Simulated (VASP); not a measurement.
The system is MnS.

```
CELL_PARAMETERS angstrom
0.00000 2.47346 2.47346
2.47346 0.00000 2.47346
2.47346 2.47346 0.00000
ATOMIC_POSITIONS crystal
Mn 0.00000 0.00000 0.00000
S 0.75000 0.75000 0.75000
```

| Property | Result |
| --- | --- |
| Program | VASP 6.6.1 |
| Task | relaxation of cell and atoms |
| Functional | revPBE |
| Dispersion | D4 |
| Potentials or basis | VASP PAW PBE potentials, release 64 (Mn_pv, S) |
| Cutoff | 600 eV |
| k mesh | 9 × 9 × 9 |
| Occupations | fermi-dirac, width 0.05 eV |
| Spin | collinear spin, ferromagnetic start |
| Starting moments | [4.0, 0.0] μB |

At the start: pressure -4.6 GPa; volume 15.13 Å³/atom.

Question: How do energy, volume and symmetry change on relaxing?

Answer: Over 3 steps the energy falls by 6.9 meV/atom and the volume is 14.66 Å³/atom (-3.1 %); space group F-43m (No. 216, to 0.1 Å) before and after; moment 0.19 μB per cell.

The path:
```
step  energy change (eV)  largest force (eV/Å)  pressure (GPa)  volume (Å³)
   1              0.0000                0.0000           -4.58        30.27
   2              0.0002                0.0000            5.17        28.41
   3             -0.0138                0.0000            0.03        29.32
```

Final structure:
```
Mn S
1.0
     0.00000    2.44743    2.44743
     2.44743    0.00000    2.44743
     2.44743    2.44743    0.00000
Mn S
1 1
Direct
  0.00000 0.00000 0.00000
  0.75000 0.75000 0.75000
```

Caveat: the PAW data sets were made with another functional, which shifts forces and pressure a little.
